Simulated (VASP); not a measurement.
# GaP (F-43m) in VASP: notebook

GaP is run at these levels: PBE, revPBE+D3(BJ), PBEsol, PBE+D4; tasks: relaxation of cell and atoms.

Program: VASP 6.6.1. These are calculated values, not measurements. Logs are shortened: lines on timing, memory, paths and dates and some standing lists are left out, and cuts for length are marked.

### Step 1. The cell of the first run

It takes space group F-43m (No. 216, cubic). Conventional cell: a = 5.451 Å, b = 5.451 Å, c = 5.451 Å, α = 90.00°, β = 90.00°, γ = 90.00°. Within 3.1 Å of Ga (site symmetry -43m) lie 4 P at 2.36 Å. Within 3.1 Å of P (site symmetry -43m) lie 4 Ga at 2.36 Å.

### Step 2. Relaxation of cell and atoms, PBE

INCAR

```
SYSTEM = GaP
PREC = Accurate
ENCUT = 500
EDIFF = 1E-7
ISMEAR = 0
SIGMA = 0.01
LREAL = .False.
LASPH = .True.
NELM = 120
ALGO = Normal
ISIF = 3
LWAVE = .False.
LCHARG = .False.
GGA = PE
IBRION = 2
NSW = 80
EDIFFG = -0.01
GGA_COMPAT = .False.
NELMIN = 4
```

KPOINTS

```
regular mesh
0
Gamma
  6 6 6
  0 0 0
```

POSCAR

```
GaP
1.0
    0.0000000000      2.7252500000      2.7252500000
    2.7252500000      0.0000000000      2.7252500000
    2.7252500000      2.7252500000      0.0000000000
Ga P
1 1
Direct
    0.0000000000      0.0000000000      0.0000000000
    0.7500000000      0.7500000000      0.7500000000
```

Potentials or basis: VASP PAW PBE potentials, release 64 (Ga_d, P).

Started as:

```bash
cat potpaw_PBE.64/Ga_d/POTCAR potpaw_PBE.64/P/POTCAR > POTCAR
mpirun -np 1 vasp_std > vasp.out
```

OUTCAR:

```text
SYSTEM = GaP
   PREC = Accurate
   ENCUT = 500
   EDIFF = 1E-7
   ISMEAR = 0
   LREAL = .False.
   LASPH = .True.
   NELM = 120
   ISIF = 3
   GGA = PE
   IBRION = 2
   NSW = 80
   EDIFFG = -0.01
   NELMIN = 4

 ion  position               nearest neighbor table
   1  0.000  0.000  0.000-   2 2.36   2 2.36   2 2.36   2 2.36
   2  0.750  0.750  0.750-   1 2.36   1 2.36   1 2.36   1 2.36

  LATTYP: Found a face centered cubic cell.
 ALAT       =     5.4505000000

  Lattice vectors:

 A1 = (   0.0000000000,   2.7252500000,   2.7252500000)
 A2 = (   2.7252500000,   0.0000000000,   2.7252500000)
 A3 = (   2.7252500000,   2.7252500000,   0.0000000000)

Analysis of symmetry for initial positions (statically):
=====================================================================
 Subroutine PRICEL returns:
 Original cell was already a primitive cell.

 Routine SETGRP: Setting up the symmetry group for a
 face centered cubic supercell.

 Subroutine GETGRP returns: Found 24 space group operations
 (whereof 24 operations were pure point group operations)
 out of a pool of 48 trial point group operations.

The static configuration has the point symmetry T_d .

Analysis of symmetry for dynamics (positions and initial velocities):
=====================================================================
 Subroutine PRICEL returns:
 Original cell was already a primitive cell.

 Routine SETGRP: Setting up the symmetry group for a
 face centered cubic supercell.

 Subroutine GETGRP returns: Found 24 space group operations
 (whereof 24 operations were pure point group operations)
 out of a pool of 48 trial point group operations.

The dynamic configuration has the point symmetry T_d .

 Subroutine INISYM returns: Found 24 space group operations
 (whereof 24 operations are pure point group operations),
 and found     1 'primitive' translations

----------------------------------------------------------------------------------------

                                     Primitive cell

  volume of cell :      40.4808

  direct lattice vectors                    reciprocal lattice vectors
     0.000000000  2.725250000  2.725250000    -0.183469406  0.183469406  0.183469406
     2.725250000  0.000000000  2.725250000     0.183469406 -0.183469406  0.183469406
     2.725250000  2.725250000  0.000000000     0.183469406  0.183469406 -0.183469406

  length of vectors
     3.854085511  3.854085511  3.854085511     0.317778334  0.317778334  0.317778334

  position of ions in fractional coordinates (direct lattice)
[... 64 lines left out ...]
   ISPIN  =      1    spin polarized calculation?
   LNONCOLLINEAR =      F non collinear calculations
   LSORBIT =      F    spin-orbit coupling
   LASPH  =      T    aspherical Exc in radial PAW
   ENCUT  =  500.0 eV  36.75 Ry    6.06 a.u.   7.03  7.03  7.03*2*pi/ulx,y,z
   NELM   =    120;   NELMIN=  4; NELMDL= -5     # of ELM steps
   EDIFF  = 0.1E-06   stopping-criterion for ELM
   LREAL  =      F    real-space projection
   EDIFFG = -.1E-01   stopping-criterion for IOM
   NSW    =     80    number of steps for IOM
   IBRION =      2    ionic relax: 0-MD 1-quasi-New 2-CG
   NFREE  =      1    steps in history (QN), initial steepest desc. (CG)
   ISIF   =      3    stress and relaxation
   ISYM   =      2    0-nonsym 1-usesym 2-fastsym
   POTIM  = 0.5000    time-step for ionic-motion
   TEBEG  =    0.0;   TEEND  =   0.0 temperature during run
   PSTRESS=    0.0 pullay stress
   NELECT =      18.0000    total number of electrons
   NUPDOWN=      -1.0000    fix difference up-down
   EMIN   =  10.00;   EMAX   =-10.00  energy-range for DOS
   EFERMI =   0.00;   METHOD = LEGACY
   ISMEAR =     0;   SIGMA  =   0.01  broadening in eV -4-tet -1-fermi 0-gaus
   EFERMI_NEDOS =   21; number of points for ismear=-14 and -15
   IALGO  =     38    algorithm
   IMIX   =      4    mixing-type and parameters
     AMIX     =   0.40;   BMIX     =  1.00
     AMIX_MAG =   1.60;   BMIX_MAG =  1.00
  volume/ion in A,a.u.               =      20.24       136.59
  Fermi-wavevector in a.u.,A,eV,Ry     =   1.249538  2.361284 21.243377  1.561344
  Thomas-Fermi vector in A             =   2.383574
   LORBIT       =      0    0 simple, 1 ext, 2 COOP (PROOUT), +10 PAW based schemes
   GGA     = PE    functional components
   LHFCALC =     F    Hartree Fock is set to
   AEXX    =    0.0000 exact exchange contribution
   IVDW    =     0    specifies the selected vdW correction
   LEPSILON=     F    determine dielectric tensor
   LRPA    =     F    only Hartree local field effects (RPA)
 conjugate gradient relaxation of ions
 non-spin polarized calculation
 Gauss-broadening in eV      SIGMA  =   0.01
  energy-cutoff  :      500.00
  volume of cell :       40.48
 maximum number of plane-waves:      1056
   NGX = 13   NGY = 13   NGZ = 13

--------------------------------------- Ionic step        1  -------------------------------------------

 number of electron      18.0000016 magnetization

 Free energy of the ion-electron system (eV)
  ---------------------------------------------------
  ext. energy  EPLUGINS =         0.00000000
  ---------------------------------------------------
  free energy    TOTEN  =        -9.10227167 eV

  energy without entropy =       -9.10227167  energy(sigma->0) =       -9.10227167

------------------------ aborting loop because EDIFF is reached ----------------------------------------

  FORCE on cell =-STRESS in cart. coord.  units (eV):
  Direction    XX          YY          ZZ          XY          YZ          ZX
  --------------------------------------------------------------------------------------
  -------------------------------------------------------------------------------------
  Total        0.6309527      0.6309527      0.6309527      0.0000000      0.0000000      0.0000000
  in kB       24.9722891     24.9722891     24.9722891      0.0000000      0.0000000      0.0000000
  external PRESSURE =      24.9722891 kB  Pullay stress =       0.0000000 kB
[... 59 lines left out ...]
--------------------------------------- Ionic step        3  -------------------------------------------

 number of electron      18.0000009 magnetization

 Free energy of the ion-electron system (eV)
  ---------------------------------------------------
  ext. energy  EPLUGINS =         0.00000000
  ---------------------------------------------------
  free energy    TOTEN  =        -9.11165730 eV

  energy without entropy =       -9.11165730  energy(sigma->0) =       -9.11165730

 E-fermi :   4.4528     XC(G=0):  -9.6930

 val. band max:        4.3560471297   @ k =   0.0000   0.0000   0.0000
 cond. band min:       5.9320986347   @ k =   0.0000   0.0000   0.0000
 fundamental gap:      1.5760515050
 Fermi energy:         4.4527852017

 k-point     1 :       0.0000    0.0000    0.0000
  band No.  band energies     occupation
      1     -10.1553      2.00000
      2     -10.1553      2.00000
      3     -10.1553      2.00000
      4     -10.0647      2.00000
      5     -10.0647      2.00000
      6      -7.9141      2.00000
      7       4.3560      2.00000
      8       4.3560      2.00000
      9       4.3560      2.00000
     10       5.9321      0.00000
     11       8.2471      0.00000
     12       8.2471      0.00000
     13       8.2471      0.00000
[... 267 lines left out ...]
  FREE ENERGIE OF THE ION-ELECTRON SYSTEM (eV)
  ---------------------------------------------------
  free  energy   TOTEN  =        -9.1116572969 eV

  energy  without entropy=       -9.1116572969  energy(sigma->0) =       -9.11165730

 reached required accuracy - stopping structural energy minimisation
```

CONTCAR:

```text
GaP
   1.00000000000000
     0.0000000000000000    2.7527974612751591    2.7527974612751591
     2.7527974612751591    0.0000000000000000    2.7527974612751591
     2.7527974612751591    2.7527974612751591    0.0000000000000000
  Ga              P
     1     1
Direct
     0.0000000000000000    0.0000000000000000    0.0000000000000000
     0.7500000000000000    0.7500000000000000    0.7500000000000000

  0.00000000E+00  0.00000000E+00  0.00000000E+00
  0.00000000E+00  0.00000000E+00  0.00000000E+00
```

It took 31 s on 1 thread of Intel Xeon Platinum 8259CL at 2.50GHz (Skylake/Cascade Lake), shared host; peak memory 0.16 GiB.

What came out:

- Free energy: -9.1117 eV
- Relaxed volume: 20.86 Å³/atom
- Relaxed cell: a = 3.893 Å, b = 3.893 Å, c = 3.893 Å, α = 60.00°, β = 60.00°, γ = 60.00°
- Space group after relaxing (to 0.1 Å): F-43m (No. 216)
- Energy gained by relaxing: 4.7 meV/atom
- Ionic steps: 3
- Pressure after relaxing: 0.0 GPa
- Band gap on the k mesh: 1.58 eV

The path:
```tsv
step	energy change (eV)	largest force (eV/Å)	pressure (GPa)	volume (Å³)
1	0.0000	0.0000	2.50	40.48
2	-0.0071	0.0000	-1.11	42.36
3	-0.0094	0.0000	0.00	41.72
```

Final structure:
```
CELL_PARAMETERS angstrom
0.00000 2.75280 2.75280
2.75280 0.00000 2.75280
2.75280 2.75280 0.00000
ATOMIC_POSITIONS crystal
Ga 0.00000 0.00000 0.00000
P 0.75000 0.75000 0.75000
```

Levels at points of the mesh, in eV from the valence-band top:
| k point | band 5 | band 6 | band 7 | band 8 | band 9 | band 10 | band 11 | band 12 | band 13 |
| --- | --- | --- | --- | --- | --- | --- | --- | --- | --- |
| (0.00, 0.00, 0.00) | -14.42 | -12.27 | 0.00 | 0.00 | 0.00 | 1.58 | 3.89 | 3.89 | 3.89 |
| (0.50, 0.00, 0.00) | -14.41 | -10.30 | -6.47 | -1.07 | -1.07 | 1.58 | 4.72 | 4.72 | 8.22 |
| (0.50, 0.50, 0.00) | -14.40 | -9.44 | -6.62 | -2.58 | -2.58 | 1.71 | 1.84 | 10.37 | 10.37 |

A k mesh can miss the band edges. PBE usually gives volumes a little too large and moduli too small.

### Step 3. Relaxation of cell and atoms, revPBE+D3(BJ)

INCAR

```
PREC = Accurate ; ENCUT = 500
EDIFF = 1E-7 ; ISMEAR = 0
SIGMA = 0.01 ; LREAL = F
LASPH = T ; NELM = 120
ALGO = Normal ; ISIF = 3
LWAVE = F ; LCHARG = F
GGA = RE ; IVDW = 12
IBRION = 2 ; NSW = 80
EDIFFG = -0.01 ; GGA_COMPAT = F
NELMIN = 4
```

KPOINTS

```
regular mesh
0
Gamma
  6 6 6
```

POSCAR is that of step 2.

Potentials or basis: VASP PAW PBE potentials, release 64 (Ga_d, P).

Started as:

```bash
cat potpaw_PBE.64/Ga_d/POTCAR potpaw_PBE.64/P/POTCAR > POTCAR
mpirun -np 1 vasp_std > vasp.out
```

Wall time 27 s (1 thread of Intel Xeon Platinum 8259CL at 2.50GHz (Skylake/Cascade Lake), shared host); peak memory 0.16 GiB.

Results (log left out):

```yaml
Free_energy: -9.7401 eV
Relaxed_volume: 19.88 Å³/atom
Relaxed_cell: a = 3.831 Å, b = 3.831 Å, c = 3.831 Å, α = 60.00°, β = 60.00°, γ = 60.00°
Space_group_after_relaxing_to_0.1_Å: F-43m (No. 216)
Energy_gained_by_relaxing: 1.7 meV/atom
Ionic_steps: 3
Pressure_after_relaxing: 0.0 GPa
Band_gap_on_the_k_mesh: 1.68 eV (least direct gap 2.07 eV)
Dispersion_energy_per_atom: -0.623 eV
```

Step by step:
| step | energy change (eV) | largest force (eV/Å) | pressure (GPa) | volume (Å³) |
| --- | --- | --- | --- | --- |
| 1 | 0.0000 | 0.0000 | -1.48 | 40.48 |
| 2 | -0.0025 | 0.0000 | 0.82 | 39.39 |
| 3 | -0.0034 | 0.0000 | 0.00 | 39.76 |

Final structure:
```
Ga P
1.0
     0.00000    2.70896    2.70896
     2.70896    0.00000    2.70896
     2.70896    2.70896    0.00000
Ga P
1 1
Direct
  0.00000 0.00000 0.00000
  0.75000 0.75000 0.75000
```

Levels at points of the mesh, in eV from the valence-band top:
| k point | band 6 | band 7 | band 8 | band 9 | band 10 | band 11 | band 12 | band 13 |
| --- | --- | --- | --- | --- | --- | --- | --- | --- |
| (0.00, 0.00, 0.00) | -12.61 | 0.00 | 0.00 | 0.00 | 2.07 | 3.90 | 3.90 | 3.90 |
| (0.50, 0.00, 0.00) | -10.49 | -6.70 | -1.14 | -1.14 | 1.79 | 4.73 | 4.73 | 8.44 |
| (0.50, 0.50, 0.00) | -9.57 | -6.81 | -2.74 | -2.74 | 1.68 | 1.86 | 10.76 | 10.76 |

Caveat: the PAW data sets were made with another functional, which shifts forces and pressure a little.

(Continued in part 2 of 2.)
